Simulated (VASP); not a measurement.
Write the native input for VASP 6.6.1 that does the following.

- Task: single point
- Functional: PBE
- Dispersion: D3(BJ)
- Potentials or basis: VASP PAW PBE potentials, release 64 (As)
- Cutoff: 400 eV
- k mesh: 6 × 6 × 1
- Occupations: gaussian, width 0.04 eV
- Spin: no spin polarisation
- Dipole correction: yes
- Further INCAR settings: ALGO = Normal; EDIFF = 1e-06; NBANDS = 24; NELMDL = -8

The structure of As lies in POSCAR:

```
As
1.0
    6.1849724993      0.0000000000      0.0000000000
   -3.0924862496      5.3563433061      0.0000000000
    0.0000000000      0.0000000000     19.6000000000
As
6
Direct
    0.6666670000      0.6666670000      0.5510786669
    0.3341397033      0.9979689144      0.5510728134
    1.0029270789      0.3341128826      0.5510753164
    0.3345895319      0.3317924948      0.6224288092
    1.0001200135      0.6662343115      0.6224032685
    0.6690242556      1.0007216939      0.6224083186
```

The input as run:

INCAR

```
PREC = Accurate ; ENCUT = 400
EDIFF = 1E-6 ; ISMEAR = 0
SIGMA = 0.04 ; LREAL = False
LASPH = True ; NELM = 120
ALGO = Normal ; ISIF = 2
LWAVE = False ; LCHARG = False
LDIPOL = True ; IDIPOL = 3
DIPOL = 0.5 0.5 0.587 ; GGA = PE
IVDW = 12 ; NBANDS = 24
GGA_COMPAT = False ; NELMDL = -8
```

KPOINTS

```
Automatic mesh
0
Gamma
  6 6 1
```

Potentials or basis: VASP PAW PBE potentials, release 64 (As).

Launch:

```console
$ cat potpaw_PBE.64/As/POTCAR > POTCAR
$ mpirun -np 1 vasp_std > vasp.out
```

It gave:

The largest force is 0.103 eV/Å, the band gap on the k mesh is 1.54 eV and the dispersion energy per atom is -0.212 eV.

It took 5.7 min on 1 thread of AMD EPYC 7R43 64-Core Processor (Zen 3), with other jobs on the host, peak memory 0.49 GiB.
